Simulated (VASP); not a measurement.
# NaF (Fm-3m) in VASP: settings compared

Aim: see how the results for NaF move with the level of theory and the settings. Levels: r2SCAN, HSE06, PBE0. Tasks: relaxation of cell and atoms, single point.

Everything below comes from runs of VASP 6.6.1. Logs are shortened: lines on timing, memory, paths and dates and some standing lists are left out, and cuts for length are marked.

## 1. The cell of the first run

It takes space group Fm-3m (No. 225, cubic). Conventional cell: a = 4.699 Å, b = 4.699 Å, c = 4.699 Å, α = 90.00°, β = 90.00°, γ = 90.00°. Na (site symmetry m-3m) has 6 F at 2.35 Å within 3.1 Å. Within 3.1 Å of F (site symmetry m-3m) lie 6 Na at 2.35 Å.

## 2. Relaxation of cell and atoms, r2SCAN

POSCAR reads:

```
NaF
1.0
    0.0000000000      2.3497438045      2.3497438045
    2.3497438045      0.0000000000      2.3497438045
    2.3497438045      2.3497438045      0.0000000000
Na F
1 1
Direct
    0.0000000000      0.0000000000      0.0000000000
    0.5000000000      0.5000000000      0.5000000000
```

INCAR.step1 reads:

```
PREC = Accurate
ENCUT = 600
ISMEAR = -1
SIGMA = 0.02
LREAL = False
LASPH = True
NELM = 80
GGA = PE
ALGO = Normal
EDIFF = 1E-4
LWAVE = True
LCHARG = False
```

INCAR.step2 reads:

```
PREC = Accurate
ENCUT = 600
EDIFF = 1E-6
ISMEAR = -1
SIGMA = 0.02
LREAL = False
LASPH = True
NELM = 80
ALGO = Normal
ISIF = 3
LWAVE = False
LCHARG = False
METAGGA = R2SCAN
LMIXTAU = True
IBRION = 2
NSW = 80
EDIFFG = -0.005
ISTART = 1
```

KPOINTS reads:

```
Automatic mesh
0
Gamma
  8 8 8
```

Potentials or basis: VASP PAW PBE potentials, release 64 (Na_pv, F).

The run is started by

```bash
cat potpaw_PBE.64/Na_pv/POTCAR potpaw_PBE.64/F/POTCAR > POTCAR
cp INCAR.step1 INCAR
mpirun -np 1 vasp_std > vasp.out
cp INCAR.step2 INCAR
mpirun -np 1 vasp_std > vasp.out
```

OUTCAR:

```text
PREC = Accurate
   ENCUT = 600
   EDIFF = 1E-6
   ISMEAR = -1
   LREAL = False
   LASPH = True
   NELM = 80
   ISIF = 3
   METAGGA = R2SCAN
   IBRION = 2
   NSW = 80
   EDIFFG = -0.005
   ISTART = 1

 ion  position               nearest neighbor table
   1  0.000  0.000  0.000-
   2  0.500  0.500  0.500-

  LATTYP: Found a face centered cubic cell.
 ALAT       =     4.6994876090

  Lattice vectors:

 A1 = (   0.0000000000,   2.3497438045,   2.3497438045)
 A2 = (   2.3497438045,   0.0000000000,   2.3497438045)
 A3 = (   2.3497438045,   2.3497438045,   0.0000000000)

Analysis of symmetry for initial positions (statically):
=====================================================================
 Subroutine PRICEL returns:
 Original cell was already a primitive cell.

 Routine SETGRP: Setting up the symmetry group for a
 face centered cubic supercell.

 Subroutine GETGRP returns: Found 48 space group operations
 (whereof 48 operations were pure point group operations)
 out of a pool of 48 trial point group operations.

The static configuration has the point symmetry O_h .

Analysis of symmetry for dynamics (positions and initial velocities):
=====================================================================
 Subroutine PRICEL returns:
 Original cell was already a primitive cell.

 Routine SETGRP: Setting up the symmetry group for a
 face centered cubic supercell.

 Subroutine GETGRP returns: Found 48 space group operations
 (whereof 48 operations were pure point group operations)
 out of a pool of 48 trial point group operations.

The dynamic configuration has the point symmetry O_h .

 Subroutine INISYM returns: Found 48 space group operations
 (whereof 48 operations are pure point group operations),
 and found     1 'primitive' translations

----------------------------------------------------------------------------------------

                                     Primitive cell

  volume of cell :      25.9473

  direct lattice vectors                    reciprocal lattice vectors
     0.000000000  2.349743805  2.349743805    -0.212789156  0.212789156  0.212789156
     2.349743805  0.000000000  2.349743805     0.212789156 -0.212789156  0.212789156
     2.349743805  2.349743805  0.000000000     0.212789156  0.212789156 -0.212789156

  length of vectors
     3.323039556  3.323039556  3.323039556     0.368561629  0.368561629  0.368561629

  position of ions in fractional coordinates (direct lattice)
     0.000000000  0.000000000  0.000000000
     0.500000000  0.500000000  0.500000000

  ion indices of the primitive-cell ions
   primitive index   ion index
                 1           1
                 2           2

----------------------------------------------------------------------------------------

 KPOINTS: Automatic mesh

Automatic generation of k-mesh.
 Grid dimensions read from file:
 generate k-points for:    8    8    8

 Generating k-lattice:

  Cartesian coordinates                     Fractional coordinates (reciprocal lattice)
    -0.026598644  0.026598644  0.026598644     0.125000000  0.000000000  0.000000000
     0.026598644 -0.026598644  0.026598644     0.000000000  0.125000000  0.000000000
     0.026598644  0.026598644 -0.026598644     0.000000000  0.000000000  0.125000000

  Length of vectors
     0.046070204  0.046070204  0.046070204

  Shift w.r.t. Gamma in fractional coordinates (k-lattice)
     0.000000000  0.000000000  0.000000000

 Subroutine IBZKPT returns following result:
 ===========================================

 Found     29 irreducible k-points:

 Following reciprocal coordinates:
            Coordinates               Weight
  0.000000  0.000000  0.000000      1.000000
  0.125000  0.000000  0.000000      8.000000
  0.250000  0.000000  0.000000      8.000000
  0.375000  0.000000  0.000000      8.000000
  0.500000  0.000000  0.000000      4.000000
  0.125000  0.125000  0.000000      6.000000
[... 16 lines left out ...]
  0.500000  0.250000  0.125000     48.000000
 -0.375000  0.250000  0.125000     24.000000
 [... further k-points ...]
   k-points           NKPTS =     29   k-points in BZ     NKDIM =     29   number of bands    NBANDS=     11
   number of dos      NEDOS =    301   number of ions     NIONS =      2
   total plane-waves  NPLWV =  21952
   dimension x,y,z NGX =    28 NGY =   28 NGZ =   28
   dimension x,y,z NGXF=    56 NGYF=   56 NGZF=   56
   ions per type =               1   1
   NGX,Y,Z   is equivalent  to a cutoff of  14.01, 14.01, 14.01 a.u.
   NGXF,Y,Z  is equivalent  to a cutoff of  28.02, 28.02, 28.02 a.u.
 SYSTEM =  unknown system
   PREC   = accura    normal or accurate (medium, high low for compatibility)
   ISTART =      1    job   : 0-new  1-cont  2-samecut
   ICHARG =      0    charge: 1-file 2-atom 10-const
   ISPIN  =      1    spin polarized calculation?
   LNONCOLLINEAR =      F non collinear calculations
   LSORBIT =      F    spin-orbit coupling
   LASPH  =      T    aspherical Exc in radial PAW
   ENCUT  =  600.0 eV  44.10 Ry    6.64 a.u.   6.64  6.64  6.64*2*pi/ulx,y,z
   NELM   =     80;   NELMIN=  2; NELMDL=  0     # of ELM steps
   EDIFF  = 0.1E-05   stopping-criterion for ELM
   LREAL  =      F    real-space projection
   EDIFFG = -.5E-02   stopping-criterion for IOM
   NSW    =     80    number of steps for IOM
   IBRION =      2    ionic relax: 0-MD 1-quasi-New 2-CG
   NFREE  =      1    steps in history (QN), initial steepest desc. (CG)
   ISIF   =      3    stress and relaxation
   ISYM   =      2    0-nonsym 1-usesym 2-fastsym
   POTIM  = 0.5000    time-step for ionic-motion
   TEBEG  =    0.0;   TEEND  =   0.0 temperature during run
   PSTRESS=    0.0 pullay stress
   NELECT =      14.0000    total number of electrons
   NUPDOWN=      -1.0000    fix difference up-down
   EMIN   =  10.00;   EMAX   =-10.00  energy-range for DOS
   EFERMI =   0.00;   METHOD = LEGACY
   ISMEAR =    -1;   SIGMA  =   0.02  broadening in eV -4-tet -1-fermi 0-gaus
   EFERMI_NEDOS =   21; number of points for ismear=-14 and -15
   IALGO  =     38    algorithm
   IMIX   =      4    mixing-type and parameters
     AMIX     =   0.40;   BMIX     =  1.00
     AMIX_MAG =   1.60;   BMIX_MAG =  1.00
  volume/ion in A,a.u.               =      12.97        87.55
  Fermi-wavevector in a.u.,A,eV,Ry     =   1.332765  2.518561 24.167529  1.776263
  Thomas-Fermi vector in A             =   2.461675
   LORBIT       =      0    0 simple, 1 ext, 2 COOP (PROOUT), +10 PAW based schemes
   METAGGA = R2SCAN    functional components
   LHFCALC =     F    Hartree Fock is set to
   AEXX    =    0.0000 exact exchange contribution
   IVDW    =     0    specifies the selected vdW correction
   LEPSILON=     F    determine dielectric tensor
   LRPA    =     F    only Hartree local field effects (RPA)
 conjugate gradient relaxation of ions
 non-spin polarized calculation
  energy-cutoff  :      600.00
  volume of cell :       25.95
 maximum number of plane-waves:       893
   NGX = 13   NGY = 13   NGZ = 13

--------------------------------------- Ionic step        1  -------------------------------------------

 number of electron      14.0000002 magnetization

 Free energy of the ion-electron system (eV)
  ---------------------------------------------------
  ext. energy  EPLUGINS =         0.00000000
  ---------------------------------------------------
  free energy    TOTEN  =       -12.58374140 eV

  energy without entropy =      -12.58374140  energy(sigma->0) =      -12.58374140

------------------------ aborting loop because EDIFF is reached ----------------------------------------

  FORCE on cell =-STRESS in cart. coord.  units (eV):
  Direction    XX          YY          ZZ          XY          YZ          ZX
  --------------------------------------------------------------------------------------
  -------------------------------------------------------------------------------------
  Total       -0.6129052     -0.6129052     -0.6129052      0.0000000     -0.0000000      0.0000000
  in kB      -37.8453329    -37.8453329    -37.8453329      0.0000000     -0.0000000      0.0000000
  external PRESSURE =     -37.8453329 kB  Pullay stress =       0.0000000 kB
[... 57 lines left out ...]
  energy  without entropy=      -12.6052890707  energy(sigma->0) =      -12.60528907

--------------------------------------- Ionic step        3  -------------------------------------------

 number of electron      14.0000002 magnetization

 E-fermi :  -2.1463     XC(G=0):  -9.9301

 val. band max:       -2.6054392538   @ k =   0.0000   0.0000   0.0000
 cond. band min:       4.7348209063   @ k =   0.0000   0.0000   0.0000
 fundamental gap:      7.3402601600
 Fermi energy:        -2.1462605844

 k-point     1 :       0.0000    0.0000    0.0000
  band No.  band energies     occupation
      1     -22.9502      2.00000
      2     -22.0139      2.00000
      3     -22.0136      2.00000
      4     -22.0136      2.00000
      5      -2.6055      2.00000
      6      -2.6054      2.00000
      7      -2.6054      2.00000
      8       4.7348      0.00000
      9      17.3908      0.00000
     10      17.3908      0.00000
     11      17.3908      0.00000
[... 355 lines left out ...]
  energy  without entropy=      -12.6111709802  energy(sigma->0) =      -12.61117098

--------------------------------------- Ionic step        4  -------------------------------------------

 number of electron      13.9999999 magnetization

 Free energy of the ion-electron system (eV)
  ---------------------------------------------------
  ext. energy  EPLUGINS =         0.00000000
  ---------------------------------------------------
  free energy    TOTEN  =       -12.61197199 eV

  energy without entropy =      -12.61197199  energy(sigma->0) =      -12.61197199

 E-fermi :  -2.0292     XC(G=0):  -9.9968

 val. band max:       -2.5511904875   @ k =   0.0000   0.0000   0.0000
 cond. band min:       4.8622520059   @ k =   0.0000   0.0000   0.0000
 fundamental gap:      7.4134424934
 Fermi energy:        -2.0291563770

 k-point     1 :       0.0000    0.0000    0.0000
  band No.  band energies     occupation
      1     -22.9172      2.00000
      2     -21.9226      2.00000
      3     -21.9223      2.00000
      4     -21.9223      2.00000
      5      -2.5512      2.00000
      6      -2.5512      2.00000
      7      -2.5512      2.00000
      8       4.8623      0.00000
      9      17.5344      0.00000
     10      17.5344      0.00000
     11      17.5345      0.00000
[... 351 lines left out ...]
  FREE ENERGIE OF THE ION-ELECTRON SYSTEM (eV)
  ---------------------------------------------------
  free  energy   TOTEN  =       -12.6119719950 eV

  energy  without entropy=      -12.6119719950  energy(sigma->0) =      -12.61197199

 reached required accuracy - stopping structural energy minimisation
```

Run time: 73 s. Hardware: 1 thread of Intel Xeon 6975P-C (Granite Rapids), shared host; peak memory 0.16 GiB.

Results:

| Quantity | Value |
| --- | --- |
| Free energy | -12.6120 eV |
| Relaxed volume | 11.93 Å³/atom |
| Relaxed cell | a = 3.232 Å, b = 3.232 Å, c = 3.232 Å, α = 60.00°, β = 60.00°, γ = 60.00° |
| Space group after relaxing (to 0.1 Å) | Fm-3m (No. 225) |
| Energy gained by relaxing | 14.1 meV/atom |
| Ionic steps | 4 |
| Pressure after relaxing | 0.0 GPa |
| Band gap on the k mesh | 7.41 eV |

Step by step:
```tsv
step	energy change (eV)	largest force (eV/Å)	pressure (GPa)	volume (Å³)
1	0.0000	0.0000	-3.78	25.95
2	-0.0215	0.0000	-2.01	24.81
3	-0.0274	0.0000	-0.65	24.16
4	-0.0282	0.0000	0.04	23.87
```

Final structure:
```yaml
crystal:
  lattice:
    - [0.00000, 2.28522, 2.28522]
    - [2.28522, 0.00000, 2.28522]
    - [2.28522, 2.28522, 0.00000]
  atoms:
    - { symbol: Na, position: [0.00000, 0.00000, 0.00000] }
    - { symbol: F, position: [0.50000, 0.50000, 0.50000] }
```

Caveat: the PAW data sets were made with another functional, which shifts forces and pressure a little.

## 3. Single point, HSE06

This run uses another cell than the first one, of 12.12 Å³/atom.

POSCAR reads:

```
NaF
1.0
    0.0000000000      2.2972417895      2.2972417895
    2.2972417895      0.0000000000      2.2972417895
    2.2972417895      2.2972417895      0.0000000000
Na F
1 1
Direct
    0.0000000000      0.0000000000      0.0000000000
    0.5000000000      0.5000000000      0.5000000000
```

INCAR.step1 reads:

```
SYSTEM = NaF
  PREC = Accurate
  ENCUT = 520
  EDIFF = 1E-5
  ISMEAR = 0
  SIGMA = 0.01
  LREAL = .False.
  LASPH = .True.
  NELM = 100
  ALGO = Normal
  ISIF = 2
  LWAVE = .True.
  NBANDS = 14
  GGA = PE
```

INCAR.step2 reads:

```
SYSTEM = NaF
  PREC = Accurate
  ENCUT = 520
  EDIFF = 1E-6
  ISMEAR = 0
  SIGMA = 0.01
  LREAL = .False.
  LASPH = .True.
  NELM = 100
  ALGO = Normal
  ISIF = 2
  LWAVE = .False.
  LCHARG = .True.
  GGA = PE
  LHFCALC = .True.
  HFSCREEN = 0.2079
  PRECFOCK = Normal
  LELF = .True.
  LVHAR = .True.
  NBANDS = 14
  ISTART = 1
```

KPOINTS reads:

```
Automatic mesh
0
Gamma
  6 6 6
  0 0 0
```

Potentials or basis: VASP PAW PBE potentials, release 64 (Na_pv, F).

The run is started by

```bash
cat potpaw_PBE.64/Na_pv/POTCAR potpaw_PBE.64/F/POTCAR > POTCAR
cp INCAR.step1 INCAR
mpirun -np 1 vasp_std > vasp.out
cp INCAR.step2 INCAR
mpirun -np 1 vasp_std > vasp.out
```

Run time: 6.2 min. Hardware: 1 thread of Intel Xeon 6975P-C (Granite Rapids), shared host; peak memory 0.24 GiB.

Results (log left out):

- Free energy: -10.3084 eV
- Pressure: 1.6 GPa
- Band gap on the k mesh: 8.60 eV

Levels at points of the mesh, in eV from the valence-band top:
| k point | band 5 | band 6 | band 7 | band 8 | band 9 | band 10 |
| --- | --- | --- | --- | --- | --- | --- |
| (0.00, 0.00, 0.00) | 0.00 | 0.00 | 0.00 | 8.60 | 21.56 | 21.56 |
| (0.50, 0.00, 0.00) | -1.68 | -0.28 | -0.28 | 13.17 | 15.07 | 22.85 |
| (0.50, 0.50, 0.00) | -1.36 | -0.44 | -0.44 | 15.59 | 15.74 | 16.25 |

Caveat: the PAW data sets were made with another functional, which shifts forces and pressure a little.

## 4. Single point, PBE0

This run uses another cell than the first one, of 12.12 Å³/atom.

POSCAR is that of step 3.

INCAR.step1 reads:

```
SYSTEM = NaF
ALGO = Normal
EDIFF = 1E-5
ENCUT = 520
GGA = PE
ISIF = 2
ISMEAR = 0
LASPH = .TRUE.
LCHARG = .FALSE.
LREAL = .FALSE.
LWAVE = .TRUE.
NBANDS = 14
NELM = 100
PREC = Accurate
SIGMA = 0.01
```

INCAR.step2 reads:

```
SYSTEM = NaF
AEXX = 0.25
ALGO = Normal
EDIFF = 1E-7
ENCUT = 520
GGA = PE
ISIF = 2
ISMEAR = 0
ISTART = 1
LASPH = .TRUE.
LCHARG = .FALSE.
LHFCALC = .TRUE.
LREAL = .FALSE.
LWAVE = .FALSE.
NBANDS = 14
NELM = 100
PREC = Accurate
PRECFOCK = Normal
SIGMA = 0.01
```

KPOINTS reads:

```
k-points
0
G
  6 6 6
  0 0 0
```

The run is started by

```bash
cat potpaw_PBE.64/Na_pv/POTCAR potpaw_PBE.64/F/POTCAR > POTCAR
cp INCAR.step1 INCAR
mpirun -np 1 vasp_std > vasp.out
cp INCAR.step2 INCAR
mpirun -np 1 vasp_std > vasp.out
```

Run time: 6.8 min. Hardware: 1 thread of Intel Xeon 6975P-C (Granite Rapids), shared host; peak memory 0.14 GiB.

It converged, with:

- Free energy: -10.8366 eV
- Pressure: 1.6 GPa
- Band gap on the k mesh: 9.38 eV

Levels at points of the mesh, in eV from the valence-band top:
| k point | band 3 | band 4 | band 5 | band 6 | band 7 | band 8 | band 9 | band 10 | band 11 | band 12 |
| --- | --- | --- | --- | --- | --- | --- | --- | --- | --- | --- |
| (0.00, 0.00, 0.00) | -20.29 | -20.29 | 0.00 | 0.00 | 0.00 | 9.38 | 22.35 | 22.35 | 22.35 | 24.98 |
| (0.50, 0.00, 0.00) | -20.30 | -19.56 | -1.70 | -0.29 | -0.29 | 13.94 | 15.87 | 23.65 | 23.65 | 26.69 |
| (0.50, 0.50, 0.00) | -20.34 | -20.34 | -1.38 | -0.45 | -0.45 | 16.36 | 16.53 | 17.05 | 23.53 | 23.53 |

Caveat: the PAW data sets were made with another functional, which shifts forces and pressure a little.

## 5. Overview

| task | level | cell | k mesh | cutoff (eV) | smearing | grid for exact exchange (PRECFOCK) | share of exact exchange | screening parameter | gap on the mesh (eV) | pressure (GPa) |
| --- | --- | --- | --- | --- | --- | --- | --- | --- | --- | --- |
| relaxation of cell and atoms | r2SCAN | relaxed from a = 3.323 Å, angles 60.0°, 2 atoms | 8 × 8 × 8 | 600 | fermi-dirac 0.02 eV | - | - | - | 7.41 | 0.0 |
| single point | HSE06 | a = 3.249 Å, angles 60.0°, 2 atoms | 6 × 6 × 6 | 520 | gaussian 0.01 eV | Normal | 0.25 | 0.2079 1/Å | 8.60 | 1.6 |
| single point | PBE0 | a = 3.249 Å, angles 60.0°, 2 atoms | 6 × 6 × 6 | 520 | gaussian 0.01 eV | Normal | 0.25 | - | 9.38 | 1.6 |

Alike in all rows: potentials or basis VASP PAW PBE potentials, release 64 (Na_pv, F); no spin polarisation.

Caveats: the PAW data sets were made with another functional, which shifts forces and pressure a little.

Total energies depend on the potentials used, so only differences within one code and one set of settings carry meaning.
